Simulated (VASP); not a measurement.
# Bi2Mo (Fm-3m) in VASP: single point with PBE

Aim: the single point of Bi2Mo with PBE.

Program: VASP 6.6.1. These are calculated values, not measurements. Logs are shortened: lines on timing, memory, paths and dates and some standing lists are left out, and cuts for length are marked.

### 1 The cell of the first run

It takes space group Fm-3m (No. 225, cubic). The conventional cell has a = 6.932 Å, b = 6.932 Å, c = 6.932 Å, α = 90.00°, β = 90.00°, γ = 90.00°. Within 4.0 Å of Bi (site symmetry -43m) lie 4 Mo at 3.00 Å and 6 Bi at 3.47 Å. Within 4.0 Å of Mo (site symmetry m-3m) lie 8 Bi at 3.00 Å.

The cell was generated, and may not be a known phase.

### 2 Single point, PBE, collinear spin

Input file INCAR:

```
ALGO     = Normal         # electronic algorithm
EDIFF    = 1E-6           # SCF threshold, eV
ENCUT    = 520            # plane-wave cutoff, eV
GGA      = PE             # functional
ISIF     = 2              # what is computed and relaxed
ISMEAR   = 0              # smearing method
ISPIN    = 2              # spin polarisation
LASPH    = True           # aspherical terms in the spheres
LCHARG   = False          # write CHGCAR
LMAXMIX  = 4              # l up to which the mixer works
LORBIT   = 11             # projections on sites
LREAL    = False          # projectors in reciprocal space
LWAVE    = False          # write WAVECAR
MAGMOM   = 0 0 1.74       # initial moments
NBANDS   = 33             # bands
NELM     = 150            # most SCF steps
PREC     = Accurate       # precision mode
SIGMA    = 0.1            # smearing width, eV
```

Input file KPOINTS:

```
k-points
0
Gamma
  12 12 12
```

Input file POSCAR:

```
Bi2Mo
1.0
    0.0000000000      3.4661897496      3.4661897496
    3.4661897496      0.0000000000      3.4661897496
    3.4661897496      3.4661897496      0.0000000000
Bi Mo
2 1
Direct
    0.7500000000      0.7500000000      0.7500000000
    0.2500000000      0.2500000000      0.2500000000
    0.0000000000      0.0000000000      0.0000000000
```

Potentials or basis: VASP PAW PBE potentials, release 64 (Bi_d, Mo_sv).

Launch:

```console
$ cat potpaw_PBE.64/Bi_d/POTCAR potpaw_PBE.64/Mo_sv/POTCAR > POTCAR
$ mpirun -np 1 vasp_std > vasp.out
```

OUTCAR:

```text
EDIFF = 1E-6
   ENCUT = 520
   GGA = PE
   ISIF = 2
   ISMEAR = 0
   ISPIN = 2
   LASPH = True
   LORBIT = 11
   LREAL = False
   NELM = 150
   PREC = Accurate

 ion  position               nearest neighbor table
   1  0.750  0.750  0.750-   3 3.00   3 3.00   3 3.00   3 3.00   2 3.47   2 3.47   2 3.47   2 3.47
                             2 3.47   2 3.47
   2  0.250  0.250  0.250-   3 3.00   3 3.00   3 3.00   3 3.00   1 3.47   1 3.47   1 3.47   1 3.47
                             1 3.47   1 3.47
   3  0.000  0.000  0.000-   1 3.00   1 3.00   1 3.00   1 3.00   2 3.00   2 3.00   2 3.00   2 3.00

  LATTYP: Found a face centered cubic cell.
 ALAT       =     6.9323794992

  Lattice vectors:

 A1 = (   0.0000000000,   3.4661897496,   3.4661897496)
 A2 = (   3.4661897496,   0.0000000000,   3.4661897496)
 A3 = (   3.4661897496,   3.4661897496,   0.0000000000)

Analysis of symmetry for initial positions (statically):
=====================================================================
 Subroutine PRICEL returns:
 Original cell was already a primitive cell.

 Routine SETGRP: Setting up the symmetry group for a
 face centered cubic supercell.

 Subroutine GETGRP returns: Found 48 space group operations
 (whereof 48 operations were pure point group operations)
 out of a pool of 48 trial point group operations.

The static configuration has the point symmetry O_h .

Analysis of symmetry for dynamics (positions and initial velocities):
=====================================================================
 Subroutine PRICEL returns:
 Original cell was already a primitive cell.

 Routine SETGRP: Setting up the symmetry group for a
 face centered cubic supercell.

 Subroutine GETGRP returns: Found 48 space group operations
 (whereof 48 operations were pure point group operations)
 out of a pool of 48 trial point group operations.

The dynamic configuration has the point symmetry O_h .

Analysis of structural, dynamic, and magnetic symmetry:
=====================================================================
 Subroutine PRICEL returns:
 Original cell was already a primitive cell.

 Routine SETGRP: Setting up the symmetry group for a
 face centered cubic supercell.

 Subroutine GETGRP returns: Found 48 space group operations
 (whereof 48 operations were pure point group operations)
 out of a pool of 48 trial point group operations.

The overall configuration has the point symmetry O_h .

 Subroutine INISYM returns: Found 48 space group operations
 (whereof 48 operations are pure point group operations),
 and found     1 'primitive' translations

----------------------------------------------------------------------------------------

                                     Primitive cell

  volume of cell :      83.2889

  direct lattice vectors                    reciprocal lattice vectors
     0.000000000  3.466189750  3.466189750    -0.144250614  0.144250614  0.144250614
     3.466189750  0.000000000  3.466189750     0.144250614 -0.144250614  0.144250614
     3.466189750  3.466189750  0.000000000     0.144250614  0.144250614 -0.144250614

  length of vectors
     4.901932554  4.901932554  4.901932554     0.249849393  0.249849393  0.249849393

  position of ions in fractional coordinates (direct lattice)
     0.750000000  0.750000000  0.750000000
     0.250000000  0.250000000  0.250000000
     0.000000000  0.000000000  0.000000000

  ion indices of the primitive-cell ions
   primitive index   ion index
                 1           1
                 2           2
                 3           3

----------------------------------------------------------------------------------------

 KPOINTS: k-points

Automatic generation of k-mesh.
 Grid dimensions read from file:
 generate k-points for:   12   12   12

 Generating k-lattice:

  Cartesian coordinates                     Fractional coordinates (reciprocal lattice)
    -0.012020885  0.012020885  0.012020885     0.083333333  0.000000000  0.000000000
     0.012020885 -0.012020885  0.012020885     0.000000000  0.083333333  0.000000000
     0.012020885  0.012020885 -0.012020885     0.000000000  0.000000000  0.083333333

  Length of vectors
     0.020820783  0.020820783  0.020820783

  Shift w.r.t. Gamma in fractional coordinates (k-lattice)
     0.000000000  0.000000000  0.000000000

 Subroutine IBZKPT returns following result:
 ===========================================

 Found     72 irreducible k-points:

 Following reciprocal coordinates:
            Coordinates               Weight
  0.000000  0.000000  0.000000      1.000000
  0.083333  0.000000  0.000000      8.000000
  0.166667  0.000000  0.000000      8.000000
  0.250000  0.000000  0.000000      8.000000
  0.333333  0.000000  0.000000      8.000000
  0.416667  0.000000  0.000000      8.000000
[... 16 lines left out ...]
  0.500000  0.166667  0.000000     24.000000
 -0.416667  0.166667  0.000000     24.000000
 [... further k-points ...]
   k-points           NKPTS =     72   k-points in BZ     NKDIM =     72   number of bands    NBANDS=     33
   number of dos      NEDOS =    301   number of ions     NIONS =      3
   total plane-waves  NPLWV =  46656
   dimension x,y,z NGX =    36 NGY =   36 NGZ =   36
   dimension x,y,z NGXF=    72 NGYF=   72 NGZF=   72
   ions per type =               2   1
   NGX,Y,Z   is equivalent  to a cutoff of  12.21, 12.21, 12.21 a.u.
   NGXF,Y,Z  is equivalent  to a cutoff of  24.42, 24.42, 24.42 a.u.
 SYSTEM =  unknown system
   PREC   = accura    normal or accurate (medium, high low for compatibility)
   ISTART =      0    job   : 0-new  1-cont  2-samecut
   ICHARG =      2    charge: 1-file 2-atom 10-const
   ISPIN  =      2    spin polarized calculation?
   LNONCOLLINEAR =      F non collinear calculations
   LSORBIT =      F    spin-orbit coupling
   LASPH  =      T    aspherical Exc in radial PAW
   ENCUT  =  520.0 eV  38.22 Ry    6.18 a.u.   9.11  9.11  9.11*2*pi/ulx,y,z
   NELM   =    150;   NELMIN=  2; NELMDL= -5     # of ELM steps
   EDIFF  = 0.1E-05   stopping-criterion for ELM
   LREAL  =      F    real-space projection
   EDIFFG = 0.1E-04   stopping-criterion for IOM
   NSW    =      0    number of steps for IOM
   IBRION =     -1    ionic relax: 0-MD 1-quasi-New 2-CG
   NFREE  =      0    steps in history (QN), initial steepest desc. (CG)
   ISIF   =      2    stress and relaxation
   ISYM   =      2    0-nonsym 1-usesym 2-fastsym
   POTIM  = 0.5000    time-step for ionic-motion
   TEBEG  =    0.0;   TEEND  =   0.0 temperature during run
   PSTRESS=    0.0 pullay stress
   NELECT =      44.0000    total number of electrons
   NUPDOWN=      -1.0000    fix difference up-down
   EMIN   =  10.00;   EMAX   =-10.00  energy-range for DOS
   EFERMI =   0.00;   METHOD = LEGACY
   ISMEAR =     0;   SIGMA  =   0.10  broadening in eV -4-tet -1-fermi 0-gaus
   EFERMI_NEDOS =   21; number of points for ismear=-14 and -15
   IALGO  =     38    algorithm
   IMIX   =      4    mixing-type and parameters
     AMIX     =   0.40;   BMIX     =  1.00
     AMIX_MAG =   1.60;   BMIX_MAG =  1.00
  volume/ion in A,a.u.               =      27.76       187.35
  Fermi-wavevector in a.u.,A,eV,Ry     =   1.323417  2.500896 23.829688  1.751433
  Thomas-Fermi vector in A             =   2.453027
   LORBIT       =     11    0 simple, 1 ext, 2 COOP (PROOUT), +10 PAW based schemes
   GGA     = PE    functional components
   LHFCALC =     F    Hartree Fock is set to
   AEXX    =    0.0000 exact exchange contribution
   IVDW    =     0    specifies the selected vdW correction
   LEPSILON=     F    determine dielectric tensor
   LRPA    =     F    only Hartree local field effects (RPA)
 spin polarized calculation
 Gauss-broadening in eV      SIGMA  =   0.10
  energy-cutoff  :      520.00
  volume of cell :       83.29
 maximum number of plane-waves:      2272
   NGX = 19   NGY = 19   NGZ = 19

 number of electron      43.9999998 magnetization       1.9718069

 Free energy of the ion-electron system (eV)
  ---------------------------------------------------
  ext. energy  EPLUGINS =         0.00000000
  ---------------------------------------------------
  free energy    TOTEN  =       -16.80655261 eV

  energy without entropy =      -16.79635730  energy(sigma->0) =      -16.80145496

 E-fermi :   7.7088     XC(G=0): -10.4245

 val. band max:        7.7030049983   @ k =  -0.3333   0.1667   0.0000
 cond. band min:       7.7168654883   @ k =   0.4167   0.1667   0.0000
 fundamental gap:      0.0138604900
 Fermi energy:         7.7087922858

 spin component 1

 k-point     1 :       0.0000    0.0000    0.0000
  band No.  band energies     occupation
      1     -53.4062      1.00000
      2     -27.5767      1.00000
      3     -27.5767      1.00000
      4     -27.5767      1.00000
      5     -14.8384      1.00000
      6     -14.8384      1.00000
[... 25 lines left out ...]
     32      14.0896      0.00000
     33      16.4820      0.00000
[... 797 lines left out ...]
      3     -27.5772      1.00000
      4     -27.5768      1.00000
      5     -14.7591      1.00000
      6     -14.7421      1.00000
[... 25 lines left out ...]
     32      17.8863      0.00000
     33      18.2855      0.00000

 [... further k-points ...]

 spin component 2

 k-point     1 :       0.0000    0.0000    0.0000
  band No.  band energies     occupation
      1     -52.3432      1.00000
      2     -26.3962      1.00000
      3     -26.3962      1.00000
      4     -26.3962      1.00000
      5     -14.8494      1.00000
      6     -14.8494      1.00000
[... 25 lines left out ...]
     32      14.3404      0.00000
     33      16.8737      0.00000
[... 797 lines left out ...]
      3     -26.3967      1.00000
      4     -26.3963      1.00000
      5     -14.7700      1.00000
      6     -14.7529      1.00000
[... 25 lines left out ...]
     32      18.2464      0.00000
     33      18.5706      0.00000

 [... further k-points ...]

------------------------ aborting loop because EDIFF is reached ----------------------------------------

  FORCE on cell =-STRESS in cart. coord.  units (eV):
  Direction    XX          YY          ZZ          XY          YZ          ZX
  --------------------------------------------------------------------------------------
  -------------------------------------------------------------------------------------
  Total        0.0064849      0.0064849      0.0064849      0.0000000     -0.0000000     -0.0000000
  in kB        0.1247468      0.1247468      0.1247468      0.0000000     -0.0000000     -0.0000000
  external PRESSURE =       0.1247468 kB  Pullay stress =       0.0000000 kB

 VOLUME and BASIS-vectors are now :
 -----------------------------------------------------------------------------
  energy-cutoff  :      520.00
  volume of cell :       83.29
      direct lattice vectors                 reciprocal lattice vectors
     0.000000000  3.466189750  3.466189750    -0.144250614  0.144250614  0.144250614
     3.466189750  0.000000000  3.466189750     0.144250614 -0.144250614  0.144250614
     3.466189750  3.466189750  0.000000000     0.144250614  0.144250614 -0.144250614

 POSITION                                       TOTAL-FORCE (eV/Angst)
 -----------------------------------------------------------------------------------
      5.19928      5.19928      5.19928         0.000000      0.000000      0.000000
      1.73309      1.73309      1.73309        -0.000000     -0.000000     -0.000000
      0.00000      0.00000      0.00000        -0.000000     -0.000000     -0.000000
 -----------------------------------------------------------------------------------
    total drift:                                0.000000      0.000000      0.000000

  FREE ENERGIE OF THE ION-ELECTRON SYSTEM (eV)
  ---------------------------------------------------
  free  energy   TOTEN  =       -16.8065526146 eV

  energy  without entropy=      -16.7963572997  energy(sigma->0) =      -16.80145496

 total charge

# of ion       s       p       d       tot
------------------------------------------
    1        1.489   1.431   9.935  12.855
    2        1.489   1.431   9.935  12.855
    3        2.257   6.080   3.931  12.269
--------------------------------------------------
tot          5.235   8.942  23.801  37.979

 magnetization (x)

# of ion       s       p       d       tot
------------------------------------------
    1       -0.001  -0.049   0.012  -0.039
    2       -0.001  -0.049   0.012  -0.039
    3        0.038   0.024   1.625   1.687
--------------------------------------------------
tot          0.036  -0.074   1.648   1.610
```

Wall time 3.9 min (1 thread of AMD EPYC 9R45 (Zen 5), shared host); peak memory 0.4 GiB.

What came out:

```yaml
Free_energy: -16.8066 eV
Pressure: 0.0 GPa
Band_gap_on_the_k_mesh: zero (filled and empty bands overlap)
Net_moment: 1.97 μB per cell
Site_moments: Bi -0.04; Mo +1.69 μB
Valence_electrons_inside_the_program's_atomic_spheres: Bi 12.86; Mo 12.27
```

Caveat: spin-orbit coupling is left out, which moves the levels of the heavy elements.
